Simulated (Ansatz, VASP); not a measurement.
Two plane-wave programs on CsPbCl3

File INCAR:

```
SYSTEM = CsPbCl3
PREC = Accurate ; ENCUT = 520
EDIFF = 1E-6 ; ISMEAR = 0
SIGMA = 0.05 ; LREAL = .False.
LASPH = .True. ; NELM = 80
ALGO = Normal ; ISIF = 2
LWAVE = .False. ; LCHARG = .False.
GGA = PS ; NBANDS = 30
```

The input KPOINTS:

```
Automatic mesh
0
Gamma
  6 6 6
  0 0 0
```

Contents of POSCAR:

```
CsPbCl3
1.0
    5.5145809628      0.0000000000      0.0000000000
    0.0000000000      5.5145809628      0.0000000000
    0.0000000000      0.0000000000      5.7903100110
Cs Pb Cl
1 1 3
Direct
    0.0000000000      0.0000000000      0.0000000000
    0.5000000000      0.5000000000      0.5000000000
    0.0000000000      0.5000000000      0.5000000000
    0.5000000000      0.0000000000      0.5000000000
    0.5000000000      0.5000000000      0.0000000000
```

Input for Ansatz:

```yaml
crystal:
  lattice:
    - [5.5145809628, 0.0, 0.0]
    - [0.0, 5.5145809628, 0.0]
    - [0.0, 0.0, 5.790310011]
  atoms:
    - { symbol: Cs, position: [0.0, 0.0, 0.0] }
    - { symbol: Pb, position: [0.5, 0.5, 0.5] }
    - { symbol: Cl, position: [0.0, 0.5, 0.5] }
    - { symbol: Cl, position: [0.5, 0.0, 0.5] }
    - { symbol: Cl, position: [0.5, 0.5, 0.0] }
basis:
  ecutwfc: 420
kpoints:
  mp_grid: { grid: [6, 6, 6] }
hamiltonian:
  xc: pbesol
scf:
  occupations: { method: gaussian, width: 0.05 }
output:
  forces: true
  stress: true
  eigenvalues: true
```

Alike in both runs: task single point; functional PBEsol; k mesh 6 × 6 × 6; occupations gaussian, width 0.05 eV; no spin polarisation.

|  | VASP | Ansatz |
| --- | --- | --- |
| version | VASP 6.6.1 | Ansatz 0.2.0 |
| potentials or method | VASP PAW PBE potentials, release 64 (Cs_sv, Pb_d, Cl), cutoff 520 eV | scalar-relativistic, plane waves, PAW |
| valence electrons in the cell | 44 | 44 |

```csv
,VASP,Ansatz,Ansatz less VASP
gap on the k mesh at the Fermi level (eV),1.54,1.54,-0.006
least direct gap on the mesh (eV),1.54,1.54,-0.006
pressure (GPa),0.3,0.3,+0.04
"traceless stress, the component that is largest in VASP (GPa)",-1.59,-1.59,+0.003
```

VASP's potentials were made for PBE, not for PBEsol.

Spin-orbit coupling is off throughout.
